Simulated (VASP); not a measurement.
# Be (P1) in VASP: a series of runs

Be is run at these levels: LDA; tasks: single point.

Program: VASP 6.6.1. These are calculated values, not measurements. Logs are shortened: lines on timing, memory, paths and dates and some standing lists are left out, and cuts for length are marked.

### Step 1. The cell of the first run

The typed cell holds 4 atoms: a = 3.747 Å, b = 3.747 Å, c = 2.281 Å, α = 90.00°, β = 90.00°, γ = 90.00°.

### Step 2. Single point, LDA

INCAR

```
SYSTEM = Be
ALGO     = Normal         ! electronic algorithm
EDIFF    = 1E-6           ! SCF threshold, eV
ENCUT    = 600            ! plane-wave cutoff, eV
GGA_COMPAT= .False.      
ISIF     = 2              ! what is computed and relaxed
ISMEAR   = -1             ! smearing method
LASPH    = .True.         ! aspherical terms in the spheres
LCHARG   = .False.        ! write CHGCAR
LREAL    = .False.        ! projectors in reciprocal space
LWAVE    = .False.        ! write WAVECAR
NBANDS   = 12             ! bands
NELM     = 120            ! most SCF steps
PREC     = Accurate       ! precision mode
SIGMA    = 0.1            ! smearing width, eV
```

KPOINTS

```
k-points
0
Gamma
  4 4 6
  0 0 0
```

POSCAR

```
Be
1.0
    3.7468100000      0.0000000000      0.0000000000
    0.0000000000      3.7468100000      0.0000000000
    0.0000000000      0.0000000000      2.2812800000
Be
4
Direct
    0.2948961982      0.2832344445     -0.0288489179
    0.6973737620      0.7179904044     -0.0134109515
    0.2068382541      0.7684609738      0.5510290022
    0.8008917756      0.2303141905      0.4912309546
```

Potentials or basis: VASP PAW LDA potentials, release 64 (Be).

The run is started by

```bash
$ cat potpaw_LDA.64/Be/POTCAR > POTCAR
$ mpirun -np 1 vasp_std > vasp.out
```

OUTCAR:

```text
SYSTEM = Be
   EDIFF = 1E-6
   ENCUT = 600
   ISIF = 2
   ISMEAR = -1
   LASPH = .True.
   LREAL = .False.
   NELM = 120
   PREC = Accurate

 ion  position               nearest neighbor table
   1  0.295  0.283  0.971-   3 2.08   4 2.16   3 2.18   4 2.20   4 2.21   2 2.22   4 2.25   3 2.27
                             3 2.36
   2  0.697  0.718  0.987-   3 2.10   3 2.16   4 2.18   4 2.19   1 2.22   3 2.25   4 2.26   4 2.27
                             3 2.31
   3  0.207  0.768  0.551-   1 2.08   2 2.10   2 2.16   1 2.18   2 2.25   1 2.27   4 2.31   2 2.31
                             1 2.36
   4  0.801  0.230  0.491-   1 2.16   2 2.18   2 2.19   1 2.20   1 2.21   1 2.25   2 2.26   2 2.27
                             3 2.31

  LATTYP: Found a simple tetragonal cell.
 ALAT       =     3.7468100000
 C/A-ratio  =     0.6088592696

  Lattice vectors:

 A1 = (   3.7468100000,   0.0000000000,   0.0000000000)
 A2 = (   0.0000000000,   3.7468100000,   0.0000000000)
 A3 = (   0.0000000000,   0.0000000000,   2.2812800000)

Analysis of symmetry for initial positions (statically):
=====================================================================
 Subroutine PRICEL returns:
 Original cell was already a primitive cell.

 Routine SETGRP: Setting up the symmetry group for a
 simple tetragonal supercell.

 Subroutine GETGRP returns: Found  1 space group operations
 (whereof  1 operations were pure point group operations)
 out of a pool of 16 trial point group operations.

The static configuration has the point symmetry C_1 .

Analysis of symmetry for dynamics (positions and initial velocities):
=====================================================================
 Subroutine PRICEL returns:
 Original cell was already a primitive cell.

 Routine SETGRP: Setting up the symmetry group for a
 simple tetragonal supercell.

 Subroutine GETGRP returns: Found  1 space group operations
 (whereof  1 operations were pure point group operations)
 out of a pool of 16 trial point group operations.

The dynamic configuration has the point symmetry C_1 .

 Subroutine INISYM returns: Found  1 space group operations
 (whereof  1 operations are pure point group operations),
 and found     1 'primitive' translations

----------------------------------------------------------------------------------------

                                     Primitive cell

  volume of cell :      32.0259

  direct lattice vectors                    reciprocal lattice vectors
     3.746810000  0.000000000  0.000000000     0.266893704  0.000000000  0.000000000
     0.000000000  3.746810000  0.000000000     0.000000000  0.266893704  0.000000000
     0.000000000  0.000000000  2.281280000     0.000000000  0.000000000  0.438350400

  length of vectors
     3.746810000  3.746810000  2.281280000     0.266893704  0.266893704  0.438350400

  position of ions in fractional coordinates (direct lattice)
     0.294896198  0.283234445  0.971151082
     0.697373762  0.717990404  0.986589049
     0.206838254  0.768460974  0.551029002
     0.800891776  0.230314191  0.491230955

  ion indices of the primitive-cell ions
   primitive index   ion index
                 1           1
                 2           2
                 3           3
                 4           4

----------------------------------------------------------------------------------------

 KPOINTS: k-points

Automatic generation of k-mesh.
 Grid dimensions read from file:
 generate k-points for:    4    4    6

 Generating k-lattice:

  Cartesian coordinates                     Fractional coordinates (reciprocal lattice)
     0.066723426  0.000000000  0.000000000     0.250000000  0.000000000  0.000000000
     0.000000000  0.066723426  0.000000000     0.000000000  0.250000000  0.000000000
     0.000000000  0.000000000  0.073058400     0.000000000  0.000000000  0.166666667

  Length of vectors
     0.066723426  0.066723426  0.073058400

  Shift w.r.t. Gamma in fractional coordinates (k-lattice)
     0.000000000  0.000000000  0.000000000

 Subroutine IBZKPT returns following result:
 ===========================================

 Found     52 irreducible k-points:

 Following reciprocal coordinates:
            Coordinates               Weight
  0.000000  0.000000  0.000000      1.000000
  0.250000  0.000000  0.000000      2.000000
  0.000000  0.250000  0.000000      2.000000
  0.500000  0.000000  0.000000      1.000000
  0.000000  0.500000  0.000000      1.000000
  0.250000  0.250000  0.000000      2.000000
[... 16 lines left out ...]
 -0.250000  0.500000  0.166667      2.000000
  0.500000 -0.250000  0.166667      2.000000
 [... further k-points ...]
   k-points           NKPTS =     52   k-points in BZ     NKDIM =     52   number of bands    NBANDS=     12
   number of dos      NEDOS =    301   number of ions     NIONS =      4
   total plane-waves  NPLWV =  16200
   dimension x,y,z NGX =    30 NGY =   30 NGZ =   18
   dimension x,y,z NGXF=    60 NGYF=   60 NGZF=   36
   ions per type =               4
   NGX,Y,Z   is equivalent  to a cutoff of  13.31, 13.31, 13.12 a.u.
   NGXF,Y,Z  is equivalent  to a cutoff of  26.62, 26.62, 26.23 a.u.
 SYSTEM =  Be
   PREC   = accura    normal or accurate (medium, high low for compatibility)
   ISTART =      0    job   : 0-new  1-cont  2-samecut
   ICHARG =      2    charge: 1-file 2-atom 10-const
   ISPIN  =      1    spin polarized calculation?
   LNONCOLLINEAR =      F non collinear calculations
   LSORBIT =      F    spin-orbit coupling
   LASPH  =      T    aspherical Exc in radial PAW
   ENCUT  =  600.0 eV  44.10 Ry    6.64 a.u.   7.48  7.48  4.56*2*pi/ulx,y,z
   NELM   =    120;   NELMIN=  2; NELMDL= -5     # of ELM steps
   EDIFF  = 0.1E-05   stopping-criterion for ELM
   LREAL  =      F    real-space projection
   EDIFFG = 0.1E-04   stopping-criterion for IOM
   NSW    =      0    number of steps for IOM
   IBRION =     -1    ionic relax: 0-MD 1-quasi-New 2-CG
   NFREE  =      0    steps in history (QN), initial steepest desc. (CG)
   ISIF   =      2    stress and relaxation
   ISYM   =      2    0-nonsym 1-usesym 2-fastsym
   POTIM  = 0.5000    time-step for ionic-motion
   TEBEG  =    0.0;   TEEND  =   0.0 temperature during run
   PSTRESS=    0.0 pullay stress
   NELECT =       8.0000    total number of electrons
   NUPDOWN=      -1.0000    fix difference up-down
   EMIN   =  10.00;   EMAX   =-10.00  energy-range for DOS
   EFERMI =   0.00;   METHOD = LEGACY
   ISMEAR =    -1;   SIGMA  =   0.10  broadening in eV -4-tet -1-fermi 0-gaus
   EFERMI_NEDOS =   21; number of points for ismear=-14 and -15
   IALGO  =     38    algorithm
   IMIX   =      4    mixing-type and parameters
     AMIX     =   0.40;   BMIX     =  1.00
     AMIX_MAG =   1.60;   BMIX_MAG =  1.00
  volume/ion in A,a.u.               =       8.01        54.03
  Fermi-wavevector in a.u.,A,eV,Ry     =   1.031029  1.948362 14.463274  1.063021
  Thomas-Fermi vector in A             =   2.165157
   LORBIT       =      0    0 simple, 1 ext, 2 COOP (PROOUT), +10 PAW based schemes
   GGA     = CA    functional components
   LHFCALC =     F    Hartree Fock is set to
   AEXX    =    0.0000 exact exchange contribution
   IVDW    =     0    specifies the selected vdW correction
   LEPSILON=     F    determine dielectric tensor
   LRPA    =     F    only Hartree local field effects (RPA)
 non-spin polarized calculation
  energy-cutoff  :      600.00
  volume of cell :       32.03
 maximum number of plane-waves:      1089
 NGX is ok and might be reduce to    30
   NGX = 15   NGY = 15   NGZ =  9

 number of electron       8.0000000 magnetization

 Free energy of the ion-electron system (eV)
  ---------------------------------------------------
  ext. energy  EPLUGINS =         0.00000000
  ---------------------------------------------------
  free energy    TOTEN  =       -16.43912718 eV

  energy without entropy =      -16.42067660  energy(sigma->0) =      -16.42990189

 E-fermi :   6.5187     XC(G=0): -10.5783

 val. band max:        6.4992297101   @ k =  -0.2500   0.0000   0.1667
 cond. band min:       6.5308923183   @ k =   0.0000  -0.2500   0.3333
 fundamental gap:      0.0316626081
 Fermi energy:         6.5186831500

 k-point     1 :       0.0000    0.0000    0.0000
  band No.  band energies     occupation
      1      -4.4647      2.00000
      2       1.6313      2.00000
      3       1.9724      2.00000
      4       5.5065      1.99992
      5       6.2916      1.81295
      6      10.4490      0.00000
      7      11.2021      0.00000
      8      14.4917      0.00000
      9      15.7266      0.00000
     10      17.3353      0.00000
     11      21.8935      0.00000
     12      22.3585      0.00000

 k-point     2 :       0.2500    0.0000    0.0000
  band No.  band energies     occupation
      1      -3.9802      2.00000
      2      -0.1991      2.00000
      3       2.3488      2.00000
      4       6.0680      1.97817
      5       7.5275      0.00008
      6       8.1326      0.00000
      7      11.4738      0.00000
      8      16.3061      0.00000
      9      18.2048      0.00000
     10      19.3585      0.00000
     11      20.5352      0.00000
     12      21.7237      0.00000

 k-point     3 :       0.0000    0.2500    0.0000
  band No.  band energies     occupation
      1      -3.9804      2.00000
      2      -0.2089      2.00000
      3       2.3969      2.00000
      4       5.2354      1.99999
      5       8.4257      0.00000
      6       9.0109      0.00000
      7      10.5693      0.00000
      8      16.2864      0.00000
      9      18.0437      0.00000
     10      19.3153      0.00000
     11      20.3823      0.00000
     12      21.7160      0.00000
[... 286 lines left out ...]
 k-point    23 :      -0.2500    0.5000    0.1667
  band No.  band energies     occupation
      1      -1.5595      2.00000
      2      -1.3174      2.00000
      3       2.2688      2.00000
      4       2.5633      2.00000
      5      11.0816      0.00000
      6      11.3616      0.00000
      7      14.7032      0.00000
      8      15.1157      0.00000
      9      15.5086      0.00000
     10      16.0236      0.00000
     11      19.4184      0.00000
     12      19.6836      0.00000

 k-point    24 :       0.5000   -0.2500    0.1667
  band No.  band energies     occupation
      1      -1.4727      2.00000
      2      -1.4310      2.00000
      3       2.4430      2.00000
      4       2.5138      2.00000
      5      10.8713      0.00000
      6      11.0334      0.00000
      7      14.6776      0.00000
      8      14.7531      0.00000
      9      16.0513      0.00000
     10      16.4268      0.00000
     11      19.2164      0.00000
     12      19.5647      0.00000

 [... further k-points ...]
[... 5 lines left out ...]
  --------------------------------------------------------------------------------------
  -------------------------------------------------------------------------------------
  Total       -0.4420227     -2.3347506      0.0764064     -0.1805669     -0.2614309      0.3113866
  in kB      -22.1132827   -116.8016927      3.8224195     -9.0333090    -13.0787274     15.5778867
  external PRESSURE =     -45.0308520 kB  Pullay stress =       0.0000000 kB

 VOLUME and BASIS-vectors are now :
 -----------------------------------------------------------------------------
  energy-cutoff  :      600.00
  volume of cell :       32.03
      direct lattice vectors                 reciprocal lattice vectors
     3.746810000  0.000000000  0.000000000     0.266893704  0.000000000  0.000000000
     0.000000000  3.746810000  0.000000000     0.000000000  0.266893704  0.000000000
     0.000000000  0.000000000  2.281280000     0.000000000  0.000000000  0.438350400

 POSITION                                       TOTAL-FORCE (eV/Angst)
 -----------------------------------------------------------------------------------
      1.10492      1.06123      2.21547         0.394075     -0.222965      0.752149
      2.61293      2.69017      2.25069         0.000822      0.124122      0.476044
      0.77498      2.87928      1.25705        -0.540681      0.493618     -1.180287
      3.00079      0.86294      1.12064         0.145784     -0.394775     -0.047906
 -----------------------------------------------------------------------------------
    total drift:                                0.000003      0.000016      0.000002

  FREE ENERGIE OF THE ION-ELECTRON SYSTEM (eV)
  ---------------------------------------------------
  free  energy   TOTEN  =       -16.4391271805 eV

  energy  without entropy=      -16.4206765957  energy(sigma->0) =      -16.42990189
```

Run time: 13 s. Hardware: 1 thread of Intel Xeon Platinum 8259CL at 2.50GHz (Skylake/Cascade Lake), shared host; peak memory 0.13 GiB.

What came out:

* Free energy: -16.4391 eV
* Pressure: -4.5 GPa
* Largest force: 1.389 eV/Å
* Band gap on the k mesh: zero (band 4 reaches 7.56 eV, above the bottom of band 5 at 6.29 eV)

Forces on the atoms (eV/Å):
```
Be   0.394 -0.223  0.752
Be   0.001  0.124  0.476
Be  -0.541  0.494 -1.180
Be   0.146 -0.395 -0.048
```

Levels at points of the mesh, in eV from the Fermi level:
```csv
k point,band 1,band 2,band 3,band 4,band 5,band 6,band 7,band 8
"(0.00, 0.00, 0.00)",-10.98,-4.89,-4.55,-1.01,-0.23,3.93,4.68,7.97
"(0.50, 0.00, 0.00)",-9.07,-9.03,-2.47,-2.36,1.12,1.22,8.94,9.29
"(0.00, 0.50, 0.00)",-9.16,-8.93,-2.81,-2.52,1.68,1.75,8.44,9.21
"(0.50, 0.50, 0.00)",-7.21,-7.15,-6.94,-6.90,7.94,8.34,8.57,9.04
"(0.00, 0.00, 0.50)",-5.84,-5.56,0.86,1.04,1.55,1.95,2.46,2.95
"(0.50, 0.00, 0.50)",-4.59,-4.26,-3.59,-3.10,3.33,4.04,5.11,5.87
"(0.00, 0.50, 0.50)",-4.35,-4.02,-3.78,-3.40,3.44,4.00,4.71,5.24
"(0.50, 0.50, 0.50)",-3.73,-3.65,-3.53,-3.43,1.79,1.84,2.01,2.14
```

Caveat: the k points lie up to 0.46 Å⁻¹ apart; forces of over 1 eV/Å act on the atoms, so gaps and moduli don't describe the material at rest.

### Step 3. Single point, LDA

INCAR

```
ALGO = Normal
EDIFF = 1E-6
ENCUT = 600
GGA = CA
GGA_COMPAT = F
ISIF = 2
ISMEAR = -1
LASPH = T
LCHARG = F
LREAL = F
LWAVE = F
NBANDS = 12
NELM = 120
PREC = Accurate
SIGMA = 0.1
```

KPOINTS

```
k-points
0
Gamma
  4 4 6
```

POSCAR

```
Be
1.0
    3.7468100000      0.0000000000      0.0000000000
    0.0000000000      3.7468100000      0.0000000000
    0.0000000000      0.0000000000      2.2812800000
Be
4
Direct
    0.2961748832      0.2804292981     -0.0268498195
    0.6969322002      0.7204635366     -0.0113602634
    0.2049493973      0.7672266787      0.5488900087
    0.8019435066      0.2318805045      0.4893201919
```

Potentials or basis: VASP PAW LDA potentials, release 64 (Be).

The run is started by

```bash
$ cat potpaw_LDA.64/Be/POTCAR > POTCAR
$ mpirun -np 1 vasp_std > vasp.out
```

Run time: 12 s. Hardware: 1 thread of Intel Xeon Platinum 8259CL at 2.50GHz (Skylake/Cascade Lake), shared host; peak memory 0.13 GiB.

It converged, with:

| Quantity | Value |
| --- | --- |
| Free energy | -16.4554 eV |
| Pressure | -4.7 GPa |
| Largest force | 1.303 eV/Å |
| Band gap on the k mesh | zero (band 4 reaches 7.55 eV, above the bottom of band 5 at 6.35 eV) |

Forces on the atoms (eV/Å):
```
Be   0.397 -0.194  0.693
Be  -0.044  0.118  0.418
Be  -0.505  0.431 -1.121
Be   0.152 -0.356  0.010
```

Stress tensor (GPa, compression positive):
```
 -1.72  -0.78   1.46
 -0.78 -12.94  -1.18
  1.46  -1.18   0.52
```

Levels at points of the mesh, in eV from the Fermi level:
```
           k point  band 1  band 2  band 3  band 4  band 5  band 6  band 7  band 8
(0.00, 0.00, 0.00)  -11.01   -4.91   -4.58   -1.08   -0.20    3.85    4.70    7.94
(0.50, 0.00, 0.00)   -9.09   -9.06   -2.48   -2.37    1.06    1.15    8.97    9.27
(0.00, 0.50, 0.00)   -9.17   -8.97   -2.83   -2.57    1.69    1.75    8.44    9.14
(0.50, 0.50, 0.00)   -7.22   -7.17   -6.98   -6.94    7.96    8.32    8.53    8.97
(0.00, 0.00, 0.50)   -5.86   -5.60    0.86    1.00    1.56    1.96    2.40    2.86
(0.50, 0.00, 0.50)   -4.62   -4.30   -3.60   -3.11    3.33    4.03    5.08    5.86
(0.00, 0.50, 0.50)   -4.35   -4.03   -3.82   -3.46    3.47    4.01    4.63    5.13
(0.50, 0.50, 0.50)   -3.75   -3.68   -3.56   -3.46    1.77    1.81    2.00    2.12
```

Caveat: the k points lie up to 0.46 Å⁻¹ apart; forces of over 1 eV/Å act on the atoms, so gaps and moduli don't describe the material at rest.

### Step 4. Single point, LDA

INCAR

```
PREC = Accurate ; ENCUT = 600
EDIFF = 1E-6 ; ISMEAR = -1
SIGMA = 0.1 ; LREAL = F
LASPH = T ; NELM = 120
ALGO = Normal ; ISIF = 2
LWAVE = F ; LCHARG = T
GGA = CA ; LELF = T
LVHAR = T ; NBANDS = 12
GGA_COMPAT = F
```

KPOINTS

```
Automatic mesh
0
Gamma
  4 4 6
```

POSCAR

```
Be
1.0
    3.7468100000      0.0000000000      0.0000000000
    0.0000000000      3.7468100000      0.0000000000
    0.0000000000      0.0000000000      2.2812800000
Be
4
Direct
    0.2979069818      0.2774051578     -0.0235522463
    0.6964388938      0.7230699171     -0.0085278283
    0.2024848195      0.7664838994      0.5446499584
    0.8031692897      0.2330410485      0.4874302695
```

The run is started by

```bash
$ cat potpaw_LDA.64/Be/POTCAR > POTCAR
$ mpirun -np 1 vasp_std > vasp.out
```

Wall time 12 s (1 thread of Intel Xeon Platinum 8259CL at 2.50GHz (Skylake/Cascade Lake), shared host); peak memory 0.13 GiB.

Results (log left out):

| Quantity | Value |
| --- | --- |
| Free energy | -16.4811 eV |
| Pressure | -5.0 GPa |
| Largest force | 1.158 eV/Å |
| Band gap on the k mesh | zero (band 4 reaches 7.54 eV, above the bottom of band 5 at 6.40 eV) |

Forces in eV/Å, atoms in the order of the input:
```
Be   0.385 -0.151  0.598
Be  -0.097  0.106  0.334
Be  -0.445  0.349 -1.010
Be   0.157 -0.303  0.078
```

Stress tensor (GPa, compression positive):
```
 -1.25  -0.62   1.29
 -0.62 -14.31  -0.97
  1.29  -0.97   0.60
```

Levels at points of the mesh, in eV from the Fermi level:
| k point | band 1 | band 2 | band 3 | band 4 | band 5 | band 6 | band 7 | band 8 | band 9 |
| --- | --- | --- | --- | --- | --- | --- | --- | --- | --- |
| (0.00, 0.00, 0.00) | -11.03 | -4.92 | -4.60 | -1.16 | -0.17 | 3.79 | 4.75 | 7.90 | 9.13 |
| (0.50, 0.00, 0.00) | -9.11 | -9.09 | -2.47 | -2.38 | 1.02 | 1.08 | 9.01 | 9.25 | 11.41 |
| (0.00, 0.50, 0.00) | -9.18 | -9.01 | -2.85 | -2.63 | 1.71 | 1.76 | 8.46 | 9.06 | 11.19 |
| (0.50, 0.50, 0.00) | -7.22 | -7.19 | -7.02 | -6.99 | 8.01 | 8.30 | 8.52 | 8.91 | 12.57 |
| (0.00, 0.00, 0.50) | -5.86 | -5.65 | 0.87 | 0.97 | 1.60 | 2.00 | 2.31 | 2.75 | 7.32 |
| (0.50, 0.00, 0.50) | -4.65 | -4.34 | -3.60 | -3.13 | 3.35 | 4.01 | 5.07 | 5.83 | 6.26 |
| (0.00, 0.50, 0.50) | -4.34 | -4.05 | -3.85 | -3.52 | 3.53 | 4.02 | 4.53 | 5.00 | 7.26 |
| (0.50, 0.50, 0.50) | -3.77 | -3.70 | -3.58 | -3.50 | 1.76 | 1.80 | 1.99 | 2.09 | 12.12 |

Caveat: the k points lie up to 0.46 Å⁻¹ apart; forces of over 1 eV/Å act on the atoms, so gaps and moduli don't describe the material at rest.
